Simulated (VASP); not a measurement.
# SnO2: single point with r2SCAN

The system is SnO2.

```
CELL_PARAMETERS angstrom
0.00000 3.70617 4.35495
-3.20964 -1.85309 4.35495
3.20964 -1.85309 4.35495
ATOMIC_POSITIONS crystal
Sn 0.47704 0.47704 0.47704
Sn 0.50000 0.00000 0.00000
Sn 0.00000 0.00000 0.50000
Sn 0.00000 0.50000 0.00000
O 0.24125 0.24125 0.24125
O 0.24125 0.74125 0.74125
O 0.74125 0.74125 0.24125
O 0.74125 0.24125 0.74125
O 0.75875 0.75875 0.75875
O 0.75875 0.25875 0.25875
O 0.25875 0.25875 0.75875
O 0.25875 0.75875 0.25875
```

This cell differs from its parent crystal: atom 1 (Sn) moved -0.300 Å along Cartesian [0 0 1].

```json
{
 "Program": "VASP 6.6.1",
 "Task": "single point",
 "Functional": "r2SCAN",
 "Potentials or basis": "VASP PAW PBE potentials, release 64 (Sn_d, O)",
 "Cutoff": "520 eV",
 "k mesh": "6 × 6 × 6",
 "Occupations": "gaussian, width 0.05 eV",
 "Spin": "no spin polarisation"
}
```

```json
{"Pressure": "2.0 GPa", "Largest force": "3.262 eV/Å", "Band gap on the k mesh": "2.04 eV"}
```

Forces on the atoms (eV/Å):
```
Sn   0.000  0.000  3.262
Sn   0.000  1.064  0.628
Sn   0.922 -0.532  0.628
Sn  -0.922 -0.532  0.628
O    0.000  0.000  0.067
O    0.000  0.430 -0.677
O    0.372 -0.215 -0.677
O   -0.372 -0.215 -0.677
O    0.000  0.000 -0.293
O    0.000  1.193 -0.963
O    1.033 -0.596 -0.963
O   -1.033 -0.596 -0.963
```

Stress tensor (GPa, compression positive):
```
 3.28  0.00  0.00
 0.00  3.28  0.00
 0.00  0.00 -0.44
```

Levels at points of the mesh, in eV from the valence-band top:
```
           k point  band 48  band 49  band 50  band 51  band 52  band 53  band 54  band 55  band 56  band 57
(0.00, 0.00, 0.00)    -0.60    -0.58    -0.22    -0.22     0.00     2.04     5.48     5.48     5.50     6.17
(0.50, 0.00, 0.00)    -0.71    -0.64    -0.38    -0.34    -0.06     4.59     4.76     6.35     6.38     7.22
(0.50, 0.50, 0.00)    -1.11    -0.80    -0.73    -0.34    -0.16     5.03     5.17     6.30     6.36     7.92
(0.50, 0.50, 0.50)    -1.11    -1.08    -1.03    -0.84    -0.84     3.85     5.94     6.02     6.02     6.37
```

Run time: 12 min on 1 thread of Intel(R) Xeon(R) 6975P-C (Granite Rapids), with other jobs on the host, peak memory 0.5 GiB.

Caveat: the cell differs from its parent crystal (atom 1 (Sn) moved -0.300 Å along Cartesian [0 0 1]); the PAW data sets were made with another functional, which shifts forces and pressure a little; spin-orbit coupling is left out, which moves the levels of the heavy elements.
